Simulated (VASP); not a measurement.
# BN (Qingsongite) (F-43m) in VASP: settings compared

The runs below take BN (Qingsongite) through single point, with PBE, r2SCAN.

Everything below comes from runs of VASP 6.6.1. Logs are shortened: lines on timing, memory, paths and dates and some standing lists are left out, and cuts for length are marked.

## Step 1: The cell of the first run

It takes space group F-43m (No. 216, cubic). Conventional cell: a = 3.696 Å, b = 3.696 Å, c = 3.696 Å, α = 90.00°, β = 90.00°, γ = 90.00°. B (site symmetry -43m) has 4 N at 1.60 Å within 2.1 Å. Within 2.1 Å of N (site symmetry -43m) lie 4 B at 1.60 Å.

## Step 2: Single point, PBE (volume changed by +6%)

The input, INCAR:

```
PREC = Accurate
ENCUT = 520
EDIFF = 1E-7
ISMEAR = 0
SIGMA = 0.01
LREAL = False
LASPH = True
NELM = 60
ALGO = Normal
ISIF = 2
LWAVE = False
LCHARG = False
GGA = PE
NBANDS = 11
```

The input, KPOINTS:

```
regular mesh
0
Gamma
  10 10 10
```

The input, POSCAR:

```
BN
1.0
    0.0000000000      1.8478950951      1.8478950951
    1.8478950951      0.0000000000      1.8478950951
    1.8478950951      1.8478950951      0.0000000000
B N
1 1
Direct
    0.0000000000      0.0000000000      0.0000000000
    0.2500000000      0.2500000000      0.2500000000
```

Potentials or basis: VASP PAW PBE potentials, release 64 (B, N).

Run with:

```sh
$ cat potpaw_PBE.64/B/POTCAR potpaw_PBE.64/N/POTCAR > POTCAR
$ mpirun -np 1 vasp_std > vasp.out
```

OUTCAR:

```text
PREC = Accurate
   ENCUT = 520
   EDIFF = 1E-7
   ISMEAR = 0
   LREAL = False
   LASPH = True
   NELM = 60
   ISIF = 2
   GGA = PE

 ion  position               nearest neighbor table
   1  0.000  0.000  0.000-   2 1.60   2 1.60   2 1.60   2 1.60
   2  0.250  0.250  0.250-   1 1.60   1 1.60   1 1.60   1 1.60

  LATTYP: Found a face centered cubic cell.
 ALAT       =     3.6957901902

  Lattice vectors:

 A1 = (   0.0000000000,   1.8478950951,   1.8478950951)
 A2 = (   1.8478950951,   0.0000000000,   1.8478950951)
 A3 = (   1.8478950951,   1.8478950951,   0.0000000000)

Analysis of symmetry for initial positions (statically):
[... 5 lines left out ...]
 face centered cubic supercell.

 Subroutine GETGRP returns: Found 24 space group operations
 (whereof 24 operations were pure point group operations)
 out of a pool of 48 trial point group operations.

The static configuration has the point symmetry T_d .

Analysis of symmetry for dynamics (positions and initial velocities):
[... 5 lines left out ...]
 face centered cubic supercell.

 Subroutine GETGRP returns: Found 24 space group operations
 (whereof 24 operations were pure point group operations)
 out of a pool of 48 trial point group operations.

The dynamic configuration has the point symmetry T_d .

 Subroutine INISYM returns: Found 24 space group operations
 (whereof 24 operations are pure point group operations),
 and found     1 'primitive' translations

----------------------------------------------------------------------------------------

                                     Primitive cell

  volume of cell :      12.6201

  direct lattice vectors                    reciprocal lattice vectors
     0.000000000  1.847895095  1.847895095    -0.270578130  0.270578130  0.270578130
     1.847895095  0.000000000  1.847895095     0.270578130 -0.270578130  0.270578130
     1.847895095  1.847895095  0.000000000     0.270578130  0.270578130 -0.270578130

  length of vectors
     2.613318305  2.613318305  2.613318305     0.468655069  0.468655069  0.468655069

  position of ions in fractional coordinates (direct lattice)
     0.000000000  0.000000000  0.000000000
     0.250000000  0.250000000  0.250000000

  ion indices of the primitive-cell ions
   primitive index   ion index
                 1           1
                 2           2

----------------------------------------------------------------------------------------

 KPOINTS: regular mesh

Automatic generation of k-mesh.
 Grid dimensions read from file:
 generate k-points for:   10   10   10

 Generating k-lattice:

  Cartesian coordinates                     Fractional coordinates (reciprocal lattice)
    -0.027057813  0.027057813  0.027057813     0.100000000  0.000000000  0.000000000
     0.027057813 -0.027057813  0.027057813     0.000000000  0.100000000  0.000000000
     0.027057813  0.027057813 -0.027057813     0.000000000  0.000000000  0.100000000

  Length of vectors
     0.046865507  0.046865507  0.046865507

  Shift w.r.t. Gamma in fractional coordinates (k-lattice)
     0.000000000  0.000000000  0.000000000

 Subroutine IBZKPT returns following result:
 ===========================================

 Found     47 irreducible k-points:

 Following reciprocal coordinates:
            Coordinates               Weight
  0.000000  0.000000  0.000000      1.000000
  0.100000  0.000000  0.000000      8.000000
  0.200000  0.000000  0.000000      8.000000
  0.300000  0.000000  0.000000      8.000000
  0.400000  0.000000  0.000000      8.000000
  0.500000  0.000000  0.000000      4.000000
[... 16 lines left out ...]
  0.300000  0.300000  0.000000      6.000000
  0.400000  0.300000  0.000000     24.000000
 [... further k-points ...]
   k-points           NKPTS =     47   k-points in BZ     NKDIM =     47   number of bands    NBANDS=     11
   number of dos      NEDOS =    301   number of ions     NIONS =      2
   total plane-waves  NPLWV =   8000
   dimension x,y,z NGX =    20 NGY =   20 NGZ =   20
   dimension x,y,z NGXF=    40 NGYF=   40 NGZF=   40
   ions per type =               1   1
   NGX,Y,Z   is equivalent  to a cutoff of  12.72, 12.72, 12.72 a.u.
   NGXF,Y,Z  is equivalent  to a cutoff of  25.45, 25.45, 25.45 a.u.
 SYSTEM =  unknown system
   PREC   = accura    normal or accurate (medium, high low for compatibility)
   ISTART =      0    job   : 0-new  1-cont  2-samecut
   ICHARG =      2    charge: 1-file 2-atom 10-const
   ISPIN  =      1    spin polarized calculation?
   LNONCOLLINEAR =      F non collinear calculations
   LSORBIT =      F    spin-orbit coupling
   LASPH  =      T    aspherical Exc in radial PAW
   ENCUT  =  520.0 eV  38.22 Ry    6.18 a.u.   4.86  4.86  4.86*2*pi/ulx,y,z
   NELM   =     60;   NELMIN=  2; NELMDL= -5     # of ELM steps
   EDIFF  = 0.1E-06   stopping-criterion for ELM
   LREAL  =      F    real-space projection
   EDIFFG = 0.1E-05   stopping-criterion for IOM
   NSW    =      0    number of steps for IOM
   IBRION =     -1    ionic relax: 0-MD 1-quasi-New 2-CG
   NFREE  =      0    steps in history (QN), initial steepest desc. (CG)
   ISIF   =      2    stress and relaxation
   ISYM   =      2    0-nonsym 1-usesym 2-fastsym
   POTIM  = 0.5000    time-step for ionic-motion
   TEBEG  =    0.0;   TEEND  =   0.0 temperature during run
   PSTRESS=    0.0 pullay stress
   NELECT =       8.0000    total number of electrons
   NUPDOWN=      -1.0000    fix difference up-down
   EMIN   =  10.00;   EMAX   =-10.00  energy-range for DOS
   EFERMI =   0.00;   METHOD = LEGACY
   ISMEAR =     0;   SIGMA  =   0.01  broadening in eV -4-tet -1-fermi 0-gaus
   EFERMI_NEDOS =   21; number of points for ismear=-14 and -15
   IALGO  =     38    algorithm
   IMIX   =      4    mixing-type and parameters
     AMIX     =   0.40;   BMIX     =  1.00
     AMIX_MAG =   1.60;   BMIX_MAG =  1.00
  volume/ion in A,a.u.               =       6.31        42.58
  Fermi-wavevector in a.u.,A,eV,Ry     =   1.406320  2.657560 26.908735  1.977736
  Thomas-Fermi vector in A             =   2.528692
   LORBIT       =      0    0 simple, 1 ext, 2 COOP (PROOUT), +10 PAW based schemes
   GGA     = PE    functional components
   LHFCALC =     F    Hartree Fock is set to
   AEXX    =    0.0000 exact exchange contribution
   IVDW    =     0    specifies the selected vdW correction
   LEPSILON=     F    determine dielectric tensor
   LRPA    =     F    only Hartree local field effects (RPA)
 non-spin polarized calculation
 Gauss-broadening in eV      SIGMA  =   0.01
  energy-cutoff  :      520.00
  volume of cell :       12.62
 maximum number of plane-waves:       348
   NGX =  9   NGY =  9   NGZ =  9

 number of electron       8.0000002 magnetization

 Free energy of the ion-electron system (eV)
  ---------------------------------------------------
  ext. energy  EPLUGINS =         0.00000000
  ---------------------------------------------------
  free energy    TOTEN  =       -17.40746731 eV

  energy without entropy =      -17.40746731  energy(sigma->0) =      -17.40746731

 E-fermi :   6.7922     XC(G=0): -12.4975

 val. band max:        6.6080912866   @ k =   0.0000   0.0000   0.0000
 cond. band min:      10.9940322268   @ k =   0.5000   0.5000   0.0000
 fundamental gap:      4.3859409402
 Fermi energy:         6.7922358789

 k-point     1 :       0.0000    0.0000    0.0000
  band No.  band energies     occupation
      1     -12.8883      2.00000
      2       6.6081      2.00000
      3       6.6081      2.00000
      4       6.6081      2.00000
      5      15.1129      0.00000
      6      15.1129      0.00000
      7      15.1129      0.00000
      8      15.9000      0.00000
      9      30.1376      0.00000
     10      33.5816      0.00000
     11      33.5816      0.00000

 k-point     2 :       0.1000    0.0000    0.0000
  band No.  band energies     occupation
      1     -12.6583      2.00000
      2       5.3908      2.00000
      3       6.3720      2.00000
      4       6.3720      2.00000
      5      15.2322      0.00000
      6      15.4695      0.00000
      7      15.4695      0.00000
      8      16.7939      0.00000
      9      30.0158      0.00000
     10      31.1124      0.00000
     11      31.1124      0.00000

 k-point     3 :       0.2000    0.0000    0.0000
  band No.  band energies     occupation
      1     -11.9827      2.00000
      2       2.8014      2.00000
      3       5.8387      2.00000
      4       5.8387      2.00000
      5      15.4433      0.00000
      6      16.2161      0.00000
      7      16.2161      0.00000
      8      18.5237      0.00000
      9      29.5184      0.00000
     10      29.6995      0.00000
     11      29.6995      0.00000

 k-point     4 :       0.3000    0.0000    0.0000
  band No.  band energies     occupation
      1     -10.9223      2.00000
      2      -0.0023      2.00000
      3       5.2958      2.00000
      4       5.2958      2.00000
      5      15.6734      0.00000
      6      16.7703      0.00000
      7      16.7703      0.00000
      8      19.9967      0.00000
      9      29.0277      0.00000
     10      29.8908      0.00000
     11      29.8908      0.00000

 k-point     5 :       0.4000    0.0000    0.0000
  band No.  band energies     occupation
      1      -9.6805      2.00000
      2      -2.3928      2.00000
      3       4.9207      2.00000
      4       4.9207      2.00000
      5      15.8434      0.00000
      6      16.9387      0.00000
      7      16.9387      0.00000
      8      20.8919      0.00000
      9      28.9966      0.00000
     10      31.3872      0.00000
     11      31.3872      0.00000

 k-point     6 :       0.5000    0.0000    0.0000
  band No.  band energies     occupation
      1      -8.9808      2.00000
      2      -3.4893      2.00000
      3       4.7891      2.00000
      4       4.7891      2.00000
      5      15.9042      0.00000
      6      16.9462      0.00000
      7      16.9462      0.00000
      8      21.1842      0.00000
      9      29.1513      0.00000
     10      32.0497      0.00000
     11      32.5362      0.00000

 k-point     7 :       0.1000    0.1000    0.0000
  band No.  band energies     occupation
      1     -12.5818      2.00000
      2       5.7720      2.00000
      3       5.9059      2.00000
      4       5.9059      2.00000
      5      14.6243      0.00000
      6      16.0643      0.00000
      7      16.0643      0.00000
      8      16.7813      0.00000
      9      28.0775      0.00000
     10      31.0467      0.00000
     11      34.0175      0.00000

 k-point     8 :       0.2000    0.1000    0.0000
  band No.  band energies     occupation
      1     -12.0550      2.00000
      2       3.6760      2.00000
      3       5.2533      2.00000
      4       5.7088      2.00000
      5      14.6947      0.00000
      6      16.5516      0.00000
      7      17.0010      0.00000
      8      18.0610      0.00000
      9      26.4434      0.00000
     10      31.2288      0.00000
     11      32.4875      0.00000
[... 141 lines left out ...]
 k-point    19 :       0.5000    0.2000    0.0000
  band No.  band energies     occupation
      1      -8.7150      2.00000
      2      -2.2459      2.00000
      3       2.5216      2.00000
      4       3.6247      2.00000
      5      14.6488      0.00000
      6      18.8210      0.00000
      7      19.3683      0.00000
      8      20.4826      0.00000
      9      26.0757      0.00000
     10      31.7415      0.00000
     11      33.5875      0.00000

 k-point    20 :      -0.4000    0.2000    0.0000
  band No.  band energies     occupation
      1      -8.5015      2.00000
      2      -2.5595      2.00000
      3       1.9994      2.00000
      4       4.0147      2.00000
      5      15.2415      0.00000
      6      18.6484      0.00000
      7      18.8505      0.00000
      8      21.4401      0.00000
      9      26.1676      0.00000
     10      30.8500      0.00000
     11      32.0385      0.00000

 k-point    21 :      -0.3000    0.2000    0.0000
  band No.  band energies     occupation
      1      -9.4230      2.00000
      2      -1.1354      2.00000
      3       1.9074      2.00000
      4       4.6635      2.00000
      5      16.0082      0.00000
      6      18.1002      0.00000
      7      18.3038      0.00000
      8      20.5297      0.00000
      9      27.3964      0.00000
     10      28.4697      0.00000
     11      32.0930      0.00000

 k-point    22 :      -0.2000    0.2000    0.0000
  band No.  band energies     occupation
      1     -10.5711      2.00000
      2       0.7145      2.00000
      3       2.5947      2.00000
      4       5.3929      2.00000
      5      16.6392      0.00000
      6      17.1255      0.00000
      7      17.4960      0.00000
      8      19.4657      0.00000
      9      27.4330      0.00000
     10      28.1586      0.00000
     11      32.0875      0.00000

 k-point    23 :       0.3000    0.3000    0.0000
  band No.  band energies     occupation
      1     -10.2807      2.00000
      2       1.5283      2.00000
      3       3.1897      2.00000
      4       3.1897      2.00000
      5      12.5381      0.00000
      6      16.9058      0.00000
      7      20.5994      0.00000
      8      20.5994      0.00000
      9      24.4687      0.00000
     10      32.6084      0.00000
     11      37.5021      0.00000

 k-point    24 :       0.4000    0.3000    0.0000
  band No.  band energies     occupation
      1      -9.3481      2.00000
      2       0.0839      2.00000
      3       2.3786      2.00000
      4       2.8039      2.00000
      5      12.5187      0.00000
      6      16.7965      0.00000
      7      21.2458      0.00000
      8      21.3912      0.00000
      9      25.3454      0.00000
     10      32.3475      0.00000
     11      37.3275      0.00000

 [... further k-points ...]
[... 5 lines left out ...]
  --------------------------------------------------------------------------------------
  -------------------------------------------------------------------------------------
  Total       -1.5253352     -1.5253352     -1.5253352      0.0000000      0.0000000     -0.0000000
  in kB     -193.6484065   -193.6484065   -193.6484065      0.0000000      0.0000000     -0.0000000
  external PRESSURE =    -193.6484065 kB  Pullay stress =       0.0000000 kB

 VOLUME and BASIS-vectors are now :
 -----------------------------------------------------------------------------
  energy-cutoff  :      520.00
  volume of cell :       12.62
      direct lattice vectors                 reciprocal lattice vectors
     0.000000000  1.847895095  1.847895095    -0.270578130  0.270578130  0.270578130
     1.847895095  0.000000000  1.847895095     0.270578130 -0.270578130  0.270578130
     1.847895095  1.847895095  0.000000000     0.270578130  0.270578130 -0.270578130

 POSITION                                       TOTAL-FORCE (eV/Angst)
 -----------------------------------------------------------------------------------
      0.00000      0.00000      0.00000        -0.000000     -0.000000     -0.000000
      0.92395      0.92395      0.92395         0.000000      0.000000      0.000000
 -----------------------------------------------------------------------------------
    total drift:                               -0.000000     -0.000000      0.000000

  FREE ENERGIE OF THE ION-ELECTRON SYSTEM (eV)
  ---------------------------------------------------
  free  energy   TOTEN  =       -17.4074673066 eV

  energy  without entropy=      -17.4074673066  energy(sigma->0) =      -17.40746731
```

Run time: 7 s. Hardware: 1 thread of Intel Xeon Platinum 8488C (Sapphire Rapids), shared host; peak memory 0.12 GiB.

Results:

```
Free energy            : -17.4075 eV
Pressure               : -19.4 GPa
Band gap on the k mesh : 4.39 eV, indirect (least direct gap 8.50 eV)
```

Caveat: the cell differs from its parent crystal (volume changed by +6%). A k mesh can miss the band edges.

## Step 3: Single point, PBE

This run uses another cell than the first one, of 5.88 Å³/atom, 0.932 times its volume.

Changes to INCAR since step 2:

```diff
@@ -7,3 +7,3 @@
 LASPH = True
-NELM = 60
+NELM = 80
 ALGO = Normal
```

The input, KPOINTS:

```
Automatic mesh
0
Gamma
  12 12 12
```

The input, POSCAR:

```
BN
1.0
    0.0000000000      1.8048245576      1.8048245576
    1.8048245576      0.0000000000      1.8048245576
    1.8048245576      1.8048245576      0.0000000000
B N
1 1
Direct
    0.0000000000      0.0000000000      0.0000000000
    0.2500000000      0.2500000000      0.2500000000
```

Potentials or basis: VASP PAW PBE potentials, release 64 (B, N).

Run with:

```sh
$ cat potpaw_PBE.64/B/POTCAR potpaw_PBE.64/N/POTCAR > POTCAR
$ mpirun -np 1 vasp_std > vasp.out
```

Wall time 9.9 s (1 thread of Intel Xeon Platinum 8488C (Sapphire Rapids), shared host); peak memory 0.12 GiB.

It converged, with:

```
Free energy            : -17.4483 eV
Pressure               : 5.0 GPa
Band gap on the k mesh : 4.46 eV, indirect (least direct gap 8.84 eV)
```

Levels at points of the mesh, in eV from the valence-band top:
```tsv
k point	band 1	band 2	band 3	band 4	band 5	band 6	band 7	band 8	band 9
(0.00, 0.00, 0.00)	-20.28	0.00	0.00	0.00	8.84	8.84	8.84	10.42	24.84
(0.50, 0.00, 0.00)	-16.04	-10.73	-1.95	-1.95	10.20	10.73	10.73	15.30	23.52
(0.50, 0.50, 0.00)	-14.67	-8.94	-4.93	-4.93	4.46	9.26	17.99	17.99	20.86
```

A k mesh can miss the band edges. As with any semilocal functional, this PBE gap is likely too small.

## Step 4: Single point, r2SCAN (volume changed by -6%)

The input, POSCAR:

```
BN
1.0
    0.0000000000      1.7679810653      1.7679810653
    1.7679810653      0.0000000000      1.7679810653
    1.7679810653      1.7679810653      0.0000000000
B N
1 1
Direct
    0.0000000000      0.0000000000      0.0000000000
    0.2500000000      0.2500000000      0.2500000000
```

The input, INCAR.step1:

```
PREC = Accurate
ENCUT = 520
ISMEAR = 0
SIGMA = 0.01
LREAL = F
LASPH = T
NELM = 60
NBANDS = 11
GGA = PE
ALGO = Normal
EDIFF = 1E-4
LWAVE = T
LCHARG = F
```

The input, INCAR.step2:

```
PREC = Accurate
ENCUT = 520
EDIFF = 1E-6
ISMEAR = 0
SIGMA = 0.01
LREAL = F
LASPH = T
NELM = 60
ALGO = Normal
ISIF = 2
LWAVE = F
LCHARG = T
METAGGA = R2SCAN
LMIXTAU = T
LELF = T
LVHAR = T
NBANDS = 11
ISTART = 1
```

The input, KPOINTS:

```
Automatic mesh
0
Gamma
  10 10 10
```

Run with:

```sh
$ cat potpaw_PBE.64/B/POTCAR potpaw_PBE.64/N/POTCAR > POTCAR
$ cp INCAR.step1 INCAR
$ mpirun -np 1 vasp_std > vasp.out
$ cp INCAR.step2 INCAR
$ mpirun -np 1 vasp_std > vasp.out
```

Wall time 27 s (1 thread of Intel Xeon Platinum 8488C (Sapphire Rapids), shared host); peak memory 0.12 GiB.

The run converged. Its results:

```
Free energy            : -19.1073 eV
Pressure               : 28.5 GPa
Band gap on the k mesh : 5.05 eV, indirect (least direct gap 9.85 eV)
```

Levels at points of the mesh, in eV from the valence-band top:
```csv
k point,band 1,band 2,band 3,band 4,band 5,band 6,band 7,band 8
"(0.00, 0.00, 0.00)",-22.08,0.00,0.00,0.00,9.85,9.85,9.85,12.23
"(0.50, 0.00, 0.00)",-17.46,-11.72,-2.15,-2.15,11.70,11.84,11.84,17.13
"(0.50, 0.50, 0.00)",-15.94,-9.78,-5.44,-5.44,5.05,10.20,20.35,20.35
```

Caveat: the cell differs from its parent crystal (volume changed by -6%); the PAW data sets were made with another functional, which shifts forces and pressure a little.

[end of part 1 of 2]
